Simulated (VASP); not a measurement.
Wanted: the native input for a VASP 6.6.1 run.

```yaml
Task: single point
Functional: PBE
Potentials_or_basis: VASP PAW PBE potentials, release 64 (Al, As)
Cutoff: 500 eV
k_mesh: 4 × 4 × 4
Occupations: gaussian, width 0.01 eV
Spin: no spin polarisation
Dipole_correction: no
Further_INCAR_settings: ALGO = Normal; EDIFF = 1e-06; NBANDS = 11
```

The structure of AlAs lies in POSCAR:

```
AlAs
1.0
    0.0000000000      2.8105353913      2.8105353913
    2.8105353913      0.0000000000      2.8105353913
    2.8105353913      2.8105353913      0.0000000000
Al As
1 1
Direct
    0.0000000000      0.0000000000      0.0000000000
    0.2500000000      0.2500000000      0.2500000000
```

This cell differs from its parent crystal: strain -1.0%.

These files were run (other wordings do the same):

INCAR

```
SYSTEM = AlAs
PREC = Accurate ; ENCUT = 500
EDIFF = 1E-6 ; ISMEAR = 0
SIGMA = 0.01 ; LREAL = .False.
LASPH = .True. ; NELM = 120
ALGO = Normal ; ISIF = 2
LWAVE = .False. ; LCHARG = .True.
GGA = PE ; LELF = .True.
LVHAR = .True. ; NBANDS = 11
GGA_COMPAT = .False.
```

KPOINTS

```
regular mesh
0
Gamma
  4 4 4
  0 0 0
```

Potentials or basis: VASP PAW PBE potentials, release 64 (Al, As).

The run is started by

```console
$ cat potpaw_PBE.64/Al/POTCAR potpaw_PBE.64/As/POTCAR > POTCAR
$ mpirun -np 1 vasp_std > vasp.out
```

It gave:

- Pressure: 4.8 GPa
- Band gap on the k mesh: 1.37 eV, indirect (least direct gap 2.22 eV)

Caveat: the k points lie up to 0.48 Å⁻¹ apart; the cell differs from its parent crystal (strain -1.0%).

Wall time 3.3 s on 1 thread of Intel(R) Xeon(R) 6975P-C (Granite Rapids) (shared host), peak memory 0.16 GiB.
